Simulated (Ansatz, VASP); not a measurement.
## Two plane-wave programs on Rh

```
CELL_PARAMETERS angstrom
2.63070 0.00000 0.00000
-1.31535 2.27825 0.00000
0.00000 0.00000 8.66688
ATOMIC_POSITIONS crystal
Rh 0.00000 0.00000 0.00000
Rh 0.33333 0.66667 0.25000
Rh 0.00000 0.00000 0.50000
Rh 0.66667 0.33333 0.75000
```

Alike in both runs: task single point; functional LDA; k mesh 18 × 18 × 6; occupations gaussian, width 0.15 eV; no spin polarisation.

|  | VASP | Ansatz |
| --- | --- | --- |
| version | VASP 6.6.1 | Ansatz 0.2.0 |
| potentials or method | VASP PAW LDA potentials, release 64 (Rh_pv), cutoff 520 eV | scalar-relativistic, plane waves, PAW |
| valence electrons in the cell | 60 | 68 |

|  | VASP | Ansatz | Ansatz less VASP |
| --- | --- | --- | --- |
| gap on the k mesh at the Fermi level (eV) | none | none | - |
| pressure (GPa) | 7.6 | 6.8 | -0.78 |
| traceless stress, the component that is largest in VASP (GPa) | -2.82 | -2.80 | +0.016 |

Ansatz warns that its potentials were made for another functional, while VASP's fit it. LDA's correlation is that of Perdew and Zunger in VASP and of Perdew and Wang (1992) in Ansatz. A gap of «none» marks a metal or a gap that the smearing closes. VASP's potentials hold 60 valence electrons a cell and Ansatz's 68, so a difference there can come from the potentials and not from the codes.
